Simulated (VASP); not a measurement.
# SiO2 (I4/mmm) in VASP: notebook

SiO2 is run at these levels: LDA, PBE, PBE+D3(BJ), PBEsol; tasks: single point.

Everything below comes from runs of VASP 6.6.1. Logs are shortened: lines on timing, memory, paths and dates and some standing lists are left out, and cuts for length are marked.

### Step 1. The cell of the first run

The structure is tetragonal, space group I4/mmm (No. 139). The conventional cell has a = 8.944 Å, b = 8.944 Å, c = 5.224 Å, α = 90.00°, β = 90.00°, γ = 90.00°. Si (site symmetry m2m) has 4 O at 1.60 to 1.61 Å within 2.1 Å. Within 2.1 Å of O (site symmetry m2m) lie 2 Si at 1.61 Å. Within 2.1 Å of O (site symmetry 2/m) lie 2 Si at 1.60 Å.

### Step 2. Single point, LDA

INCAR reads:

```
ALGO = Normal
EDIFF = 1E-6
ENCUT = 520
GGA = CA
ISIF = 2
ISMEAR = -1
LASPH = T
LCHARG = F
LREAL = F
LWAVE = F
NBANDS = 44
NELM = 100
PREC = Accurate
SIGMA = 0.05
```

KPOINTS reads:

```
k-points
0
Gamma
  6 6 6
```

POSCAR reads:

```
SiO2
1.0
   -4.4720405200      4.4720405200      2.6117703500
    4.4720405200     -4.4720405200      2.6117703500
    4.4720405200      4.4720405200     -2.6117703500
Si O
4 8
Direct
    0.8231114200      0.8231114200      0.6462228400
    0.1768885800      0.8231114200      0.0000000000
    0.8231114200      0.1768885800      0.0000000000
    0.1768885800      0.1768885800      0.3537771600
    0.0000000000      0.7914513400      0.7914513400
    0.2085486600      0.0000000000      0.2085486600
    0.7914513400      0.0000000000      0.7914513400
    0.0000000000      0.2085486600      0.2085486600
    0.0000000000      0.0000000000      0.5000000000
    0.5000000000      0.0000000000      0.0000000000
    0.0000000000      0.5000000000      0.0000000000
    0.5000000000      0.5000000000      0.5000000000
```

Potentials or basis: VASP PAW LDA potentials, release 64 (Si, O).

Run with:

```console
> cat potpaw_LDA.64/Si/POTCAR potpaw_LDA.64/O/POTCAR > POTCAR
> mpirun -np 1 vasp_std > vasp.out
```

OUTCAR:

```text
EDIFF = 1E-6
   ENCUT = 520
   GGA = CA
   ISIF = 2
   ISMEAR = -1
   LASPH = T
   LREAL = F
   NELM = 100
   PREC = Accurate

 ion  position               nearest neighbor table
   1  0.823  0.823  0.646-   9 1.60  12 1.60   5 1.61   7 1.61
   2  0.177  0.823  0.000-  10 1.60  11 1.60   5 1.61   6 1.61
   3  0.823  0.177  0.000-  11 1.60  10 1.60   7 1.61   8 1.61
   4  0.177  0.177  0.354-  12 1.60   9 1.60   6 1.61   8 1.61
   5  0.000  0.791  0.791-   1 1.61   2 1.61
   6  0.209  0.000  0.209-   2 1.61   4 1.61
   7  0.791  0.000  0.791-   1 1.61   3 1.61
   8  0.000  0.209  0.209-   3 1.61   4 1.61
   9  0.000  0.000  0.500-   1 1.60   4 1.60
  10  0.500  0.000  0.000-   2 1.60   3 1.60
  11  0.000  0.500  0.000-   3 1.60   2 1.60
  12  0.500  0.500  0.500-   4 1.60   1 1.60

  LATTYP: Found a body centered tetragonal cell.
 ALAT       =     8.9440810400
 C/A-ratio  =     0.5840220674

  Lattice vectors:

 A1 = (  -4.4720405200,   4.4720405200,   2.6117703500)
 A2 = (   4.4720405200,  -4.4720405200,   2.6117703500)
 A3 = (   4.4720405200,   4.4720405200,  -2.6117703500)

Analysis of symmetry for initial positions (statically):
=====================================================================
 Subroutine PRICEL returns:
 Original cell was already a primitive cell.

 Routine SETGRP: Setting up the symmetry group for a
 body centered tetragonal supercell.

 Subroutine GETGRP returns: Found 16 space group operations
 (whereof 16 operations were pure point group operations)
 out of a pool of 16 trial point group operations.

The static configuration has the point symmetry D_4h.

Analysis of symmetry for dynamics (positions and initial velocities):
=====================================================================
 Subroutine PRICEL returns:
 Original cell was already a primitive cell.

 Routine SETGRP: Setting up the symmetry group for a
 body centered tetragonal supercell.

 Subroutine GETGRP returns: Found 16 space group operations
 (whereof 16 operations were pure point group operations)
 out of a pool of 16 trial point group operations.

The dynamic configuration has the point symmetry D_4h.

 Subroutine INISYM returns: Found 16 space group operations
 (whereof 16 operations are pure point group operations),
 and found     1 'primitive' translations

----------------------------------------------------------------------------------------

                                     Primitive cell

  volume of cell :     208.9327

  direct lattice vectors                    reciprocal lattice vectors
    -4.472040520  4.472040520  2.611770350     0.000000000  0.111805785  0.191441028
     4.472040520 -4.472040520  2.611770350     0.111805785  0.000000000  0.191441028
     4.472040520  4.472040520 -2.611770350     0.111805785  0.111805785  0.000000000

  length of vectors
     6.842487646  6.842487646  6.842487646     0.221698445  0.221698445  0.158117257

  position of ions in fractional coordinates (direct lattice)
     0.823111420  0.823111420  0.646222840
     0.176888580  0.823111420  0.000000000
     0.823111420  0.176888580  0.000000000
     0.176888580  0.176888580  0.353777160
     0.000000000  0.791451340  0.791451340
     0.208548660  0.000000000  0.208548660
     0.791451340  0.000000000  0.791451340
     0.000000000  0.208548660  0.208548660
     0.000000000  0.000000000  0.500000000
     0.500000000  0.000000000  0.000000000
     0.000000000  0.500000000  0.000000000
     0.500000000  0.500000000  0.500000000

  ion indices of the primitive-cell ions
   primitive index   ion index
                 1           1
                 2           2
                 3           3
                 4           4
                 5           5
                 6           6
                 7           7
                 8           8
                 9           9
                10          10
                11          11
                12          12

----------------------------------------------------------------------------------------

 KPOINTS: k-points

Automatic generation of k-mesh.
 Grid dimensions read from file:
 generate k-points for:    6    6    6

 Generating k-lattice:

  Cartesian coordinates                     Fractional coordinates (reciprocal lattice)
     0.000000000  0.018634297  0.031906838     0.166666667  0.000000000  0.000000000
     0.018634297  0.000000000  0.031906838     0.000000000  0.166666667  0.000000000
     0.018634297  0.018634297  0.000000000     0.000000000  0.000000000  0.166666667

  Length of vectors
     0.036949741  0.036949741  0.026352876

  Shift w.r.t. Gamma in fractional coordinates (k-lattice)
     0.000000000  0.000000000  0.000000000

 Subroutine IBZKPT returns following result:
 ===========================================

 Found     30 irreducible k-points:

 Following reciprocal coordinates:
            Coordinates               Weight
  0.000000  0.000000  0.000000      1.000000
  0.166667  0.000000  0.000000      8.000000
  0.333333  0.000000 -0.000000      8.000000
  0.500000  0.000000 -0.000000      4.000000
  0.166667  0.166667 -0.000000      8.000000
  0.333333  0.166667  0.000000     16.000000
[... 16 lines left out ...]
 -0.333333 -0.333333  0.166667      8.000000
 -0.166667 -0.333333  0.166667      8.000000
 [... further k-points ...]
   k-points           NKPTS =     30   k-points in BZ     NKDIM =     30   number of bands    NBANDS=     44
   number of dos      NEDOS =    301   number of ions     NIONS =     12
   total plane-waves  NPLWV = 157464
   dimension x,y,z NGX =    54 NGY =   54 NGZ =   54
   dimension x,y,z NGXF=   108 NGYF=  108 NGZF=  108
   ions per type =               4   8
   NGX,Y,Z   is equivalent  to a cutoff of  13.12, 13.12, 13.12 a.u.
   NGXF,Y,Z  is equivalent  to a cutoff of  26.24, 26.24, 26.24 a.u.
 SYSTEM =  unknown system
   PREC   = accura    normal or accurate (medium, high low for compatibility)
   ISTART =      0    job   : 0-new  1-cont  2-samecut
   ICHARG =      2    charge: 1-file 2-atom 10-const
   ISPIN  =      1    spin polarized calculation?
   LNONCOLLINEAR =      F non collinear calculations
   LSORBIT =      F    spin-orbit coupling
   LASPH  =      T    aspherical Exc in radial PAW
   ENCUT  =  520.0 eV  38.22 Ry    6.18 a.u.  12.72 12.72 12.72*2*pi/ulx,y,z
   NELM   =    100;   NELMIN=  2; NELMDL= -5     # of ELM steps
   EDIFF  = 0.1E-05   stopping-criterion for ELM
   LREAL  =      F    real-space projection
   EDIFFG = 0.1E-04   stopping-criterion for IOM
   NSW    =      0    number of steps for IOM
   IBRION =     -1    ionic relax: 0-MD 1-quasi-New 2-CG
   NFREE  =      0    steps in history (QN), initial steepest desc. (CG)
   ISIF   =      2    stress and relaxation
   ISYM   =      2    0-nonsym 1-usesym 2-fastsym
   POTIM  = 0.5000    time-step for ionic-motion
   TEBEG  =    0.0;   TEEND  =   0.0 temperature during run
   PSTRESS=    0.0 pullay stress
   NELECT =      64.0000    total number of electrons
   NUPDOWN=      -1.0000    fix difference up-down
   EMIN   =  10.00;   EMAX   =-10.00  energy-range for DOS
   EFERMI =   0.00;   METHOD = LEGACY
   ISMEAR =    -1;   SIGMA  =   0.05  broadening in eV -4-tet -1-fermi 0-gaus
   EFERMI_NEDOS =   21; number of points for ismear=-14 and -15
   IALGO  =     38    algorithm
   IMIX   =      4    mixing-type and parameters
     AMIX     =   0.40;   BMIX     =  1.00
     AMIX_MAG =   1.60;   BMIX_MAG =  1.00
  volume/ion in A,a.u.               =      17.41       117.50
  Fermi-wavevector in a.u.,A,eV,Ry     =   1.103569  2.085442 16.570042  1.217864
  Thomas-Fermi vector in A             =   2.240029
   LORBIT       =      0    0 simple, 1 ext, 2 COOP (PROOUT), +10 PAW based schemes
   GGA     = CA    functional components
   LHFCALC =     F    Hartree Fock is set to
   AEXX    =    0.0000 exact exchange contribution
   IVDW    =     0    specifies the selected vdW correction
   LEPSILON=     F    determine dielectric tensor
   LRPA    =     F    only Hartree local field effects (RPA)
 non-spin polarized calculation
  energy-cutoff  :      520.00
  volume of cell :      208.93
 maximum number of plane-waves:      5658
 NGX is ok and might be reduce to    54
   NGX = 25   NGY = 25   NGZ = 25

 number of electron      64.0000008 magnetization

 Free energy of the ion-electron system (eV)
  ---------------------------------------------------
  ext. energy  EPLUGINS =         0.00000000
  ---------------------------------------------------
  free energy    TOTEN  =      -103.62099986 eV

  energy without entropy =     -103.62099986  energy(sigma->0) =     -103.62099986

 E-fermi :  -0.1573     XC(G=0):  -7.8018

 val. band max:       -1.3157856750   @ k =   0.5000   0.5000   0.5000
 cond. band min:       4.0066883084   @ k =   0.0000   0.0000   0.0000
 fundamental gap:      5.3224739834
 Fermi energy:        -0.1573190753

 k-point     1 :       0.0000    0.0000    0.0000
  band No.  band energies     occupation
      1     -20.5522      2.00000
      2     -19.6649      2.00000
      3     -19.1019      2.00000
      4     -19.1019      2.00000
      5     -18.4797      2.00000
      6     -18.4409      2.00000
[... 36 lines left out ...]
     43       9.6482      0.00000
     44       9.7176      0.00000

 k-point     2 :       0.1667    0.0000    0.0000
  band No.  band energies     occupation
      1     -20.4826      2.00000
      2     -19.6617      2.00000
      3     -19.2070      2.00000
      4     -19.1033      2.00000
      5     -18.4777      2.00000
      6     -18.4460      2.00000
[... 1026 lines left out ...]
 k-point    24 :      -0.1667   -0.3333    0.1667
  band No.  band energies     occupation
      1     -20.1451      2.00000
      2     -19.6484      2.00000
      3     -19.6472      2.00000
      4     -19.1201      2.00000
      5     -18.4831      2.00000
      6     -18.4475      2.00000
[... 36 lines left out ...]
     43       9.5339      0.00000
     44       9.6990      0.00000

 [... further k-points ...]

------------------------ aborting loop because EDIFF is reached ----------------------------------------

  FORCE on cell =-STRESS in cart. coord.  units (eV):
  Direction    XX          YY          ZZ          XY          YZ          ZX
  --------------------------------------------------------------------------------------
  -------------------------------------------------------------------------------------
  Total       -1.2198412     -1.2198412     -0.9407367      0.0000000      0.0000000     -0.0000000
  in kB       -9.3542171     -9.3542171     -7.2139353      0.0000000      0.0000000     -0.0000000
  external PRESSURE =      -8.6407899 kB  Pullay stress =       0.0000000 kB

 VOLUME and BASIS-vectors are now :
 -----------------------------------------------------------------------------
  energy-cutoff  :      520.00
  volume of cell :      208.93
      direct lattice vectors                 reciprocal lattice vectors
    -4.472040520  4.472040520  2.611770350     0.000000000  0.111805785  0.191441028
     4.472040520 -4.472040520  2.611770350     0.111805785  0.000000000  0.191441028
     4.472040520  4.472040520 -2.611770350     0.111805785  0.111805785  0.000000000

 POSITION                                       TOTAL-FORCE (eV/Angst)
 -----------------------------------------------------------------------------------
      2.88993      2.88993      2.61177         0.013626      0.013626      0.000000
      2.88993     -2.88993      2.61177         0.013626     -0.013626      0.000000
     -2.88993      2.88993      2.61177        -0.013626      0.013626      0.000000
      1.58211      1.58211      0.00000        -0.013626     -0.013626     -0.000000
      7.07880      0.00000      0.00000         0.028049     -0.000000     -0.000000
      0.00000      1.86528      0.00000         0.000000     -0.028049      0.000000
      0.00000      7.07880      0.00000        -0.000000      0.028049     -0.000000
      1.86528      0.00000      0.00000        -0.028049      0.000000      0.000000
      2.23602      2.23602     -1.30589        -0.000000      0.000000      0.000000
     -2.23602      2.23602      1.30589         0.000000     -0.000000      0.000000
      2.23602     -2.23602      1.30589         0.000000     -0.000000      0.000000
      2.23602      2.23602      1.30589        -0.000000      0.000000      0.000000
 -----------------------------------------------------------------------------------
    total drift:                               -0.000000     -0.000000      0.000000

  FREE ENERGIE OF THE ION-ELECTRON SYSTEM (eV)
  ---------------------------------------------------
  free  energy   TOTEN  =      -103.6209998590 eV

  energy  without entropy=     -103.6209998590  energy(sigma->0) =     -103.62099986
```

Run time: 7.8 min. Hardware: 1 thread of Oxide Virtual Turin-like, shared host; peak memory 0.38 GiB.

What came out:

- Free energy: -103.6210 eV
- Pressure: -0.9 GPa
- Largest force: 0.028 eV/Å
- Band gap on the k mesh: 5.32 eV, indirect (least direct gap 5.33 eV)

Forces in eV/Å, atoms in the order of the input:
```
Si   0.014  0.014  0.000
Si   0.014 -0.014  0.000
Si  -0.014  0.014  0.000
Si  -0.014 -0.014  0.000
O    0.028  0.000  0.000
O    0.000 -0.028  0.000
O    0.000  0.028  0.000
O   -0.028  0.000  0.000
O    0.000  0.000  0.000
O    0.000  0.000  0.000
O    0.000  0.000  0.000
O    0.000  0.000  0.000
```

Levels at points of the mesh, in eV from the valence-band top:
```csv
k point,band 28,band 29,band 30,band 31,band 32,band 33,band 34,band 35,band 36,band 37
"(0.00, 0.00, 0.00)",-1.38,-0.84,-0.68,-0.01,-0.01,5.32,8.20,8.39,8.79,8.98
"(0.50, 0.00, 0.00)",-1.16,-1.13,-0.79,-0.60,-0.24,7.55,7.58,8.52,8.79,9.15
"(0.50, 0.50, 0.00)",-0.77,-0.46,-0.39,-0.38,-0.24,6.44,6.85,8.49,8.69,9.39
"(0.50, 0.50, 0.50)",-1.03,-1.03,-0.17,0.00,0.00,7.43,7.53,7.53,7.95,8.46
```

A k mesh can miss the band edges.

### Step 3. Single point, PBE

INCAR reads:

```
PREC = Accurate
ENCUT = 520
EDIFF = 1E-6
ISMEAR = -1
SIGMA = 0.05
LREAL = F
LASPH = T
NELM = 60
ALGO = Normal
ISIF = 2
LWAVE = F
LCHARG = F
GGA = PE
NBANDS = 44
```

KPOINTS reads:

```
regular mesh
0
Gamma
  6 6 6
```

POSCAR is that of step 2.

Potentials or basis: VASP PAW PBE potentials, release 64 (Si, O).

Run with:

```console
> cat potpaw_PBE.64/Si/POTCAR potpaw_PBE.64/O/POTCAR > POTCAR
> mpirun -np 1 vasp_std > vasp.out
```

Wall time 14 min (1 thread of Oxide Virtual Turin-like, shared host); peak memory 0.46 GiB.

Results (log left out):

```yaml
Free_energy: -94.7956 eV
Pressure: 3.7 GPa
Largest_force: 0.204 eV/Å
Band_gap_on_the_k_mesh: 5.45 eV, indirect (least direct gap 5.46 eV)
```

Forces on the atoms (eV/Å):
```
Si   0.012  0.012  0.000
Si   0.012 -0.012  0.000
Si  -0.012  0.012  0.000
Si  -0.012 -0.012  0.000
O   -0.204  0.000  0.000
O    0.000  0.204  0.000
O    0.000 -0.204  0.000
O    0.204  0.000  0.000
O    0.000  0.000  0.000
O    0.000  0.000  0.000
O    0.000  0.000  0.000
O    0.000  0.000  0.000
```

Stress tensor (GPa, compression positive):
```
3.64 0.00 0.00
0.00 3.64 0.00
0.00 0.00 3.84
```

Levels at points of the mesh, in eV from the valence-band top:
```csv
k point,band 30,band 31,band 32,band 33,band 34,band 35
"(0.00, 0.00, 0.00)",-0.67,-0.01,-0.01,5.45,8.36,8.61
"(0.50, 0.00, 0.00)",-0.77,-0.59,-0.24,7.68,7.75,8.65
"(0.50, 0.50, 0.00)",-0.38,-0.37,-0.24,6.60,6.96,8.69
"(0.50, 0.50, 0.50)",-0.17,0.00,0.00,7.63,7.67,7.67
```

### Step 4. Single point, PBE+D3(BJ)

This run uses another cell than the first one, of 17.71 Å³/atom, 1.017 times its volume.

INCAR reads:

```
SYSTEM = SiO2
PREC = Accurate
ENCUT = 520
EDIFF = 1E-6
ISMEAR = -1
SIGMA = 0.05
LREAL = .False.
LASPH = .True.
NELM = 100
ALGO = Normal
ISIF = 2
LWAVE = .False.
LCHARG = .False.
GGA = PE
IVDW = 12
NBANDS = 44
```

KPOINTS reads:

```
regular mesh
0
Gamma
  6 6 6
  0 0 0
```

POSCAR reads:

```
SiO2
1.0
   -4.4923828642      4.4923828642      2.6322313510
    4.4923828642     -4.4923828642      2.6322313510
    4.4923828642      4.4923828642     -2.6322313510
Si O
4 8
Direct
    0.8230131673      0.8230131673      0.6460263346
    0.1769868327      0.8230131673      0.0000000000
    0.8230131673      0.1769868327      0.0000000000
    0.1769868327      0.1769868327      0.3539736654
    0.0000000000      0.7900689562      0.7900689562
    0.2099310438      0.0000000000      0.2099310438
    0.7900689562      0.0000000000      0.7900689562
    0.0000000000      0.2099310438      0.2099310438
    0.0000000000      0.0000000000      0.5000000000
    0.5000000000      0.0000000000      0.0000000000
    0.0000000000      0.5000000000      0.0000000000
    0.5000000000      0.5000000000      0.5000000000
```

Run with:

```console
> cat potpaw_PBE.64/Si/POTCAR potpaw_PBE.64/O/POTCAR > POTCAR
> mpirun -np 1 vasp_std > vasp.out
```

Wall time 11 min (1 thread of Oxide Virtual Turin-like, shared host); peak memory 0.45 GiB.

The run converged. Its results:

```yaml
Free_energy: -96.0109 eV
Pressure: 0.0 GPa
Largest_force: 0.028 eV/Å
Band_gap_on_the_k_mesh: 5.38 eV, direct
Dispersion_energy_per_atom: -0.096 eV
```

Forces in eV/Å, atoms in the order of the input:
```
Si  -0.020 -0.020  0.000
Si  -0.020  0.020  0.000
Si   0.020 -0.020  0.000
Si   0.020  0.020  0.000
O    0.012  0.000  0.000
O    0.000 -0.012  0.000
O    0.000  0.012  0.000
O   -0.012  0.000  0.000
O    0.000  0.000  0.000
O    0.000  0.000  0.000
O    0.000  0.000  0.000
O    0.000  0.000  0.000
```

Levels at points of the mesh, in eV from the valence-band top:
| k point | band 29 | band 30 | band 31 | band 32 | band 33 | band 34 | band 35 | band 36 |
| --- | --- | --- | --- | --- | --- | --- | --- | --- |
| (0.00, 0.00, 0.00) | -0.84 | -0.66 | -0.02 | 0.00 | 5.38 | 8.29 | 8.45 | 8.69 |
| (0.50, 0.00, 0.00) | -1.07 | -0.75 | -0.57 | -0.26 | 7.55 | 7.69 | 8.60 | 8.76 |
| (0.50, 0.50, 0.00) | -0.44 | -0.40 | -0.38 | -0.24 | 6.52 | 6.91 | 8.53 | 8.80 |
| (0.50, 0.50, 0.50) | -0.99 | -0.20 | 0.00 | 0.00 | 7.50 | 7.50 | 7.56 | 8.04 |

[end of part 1 of 2]
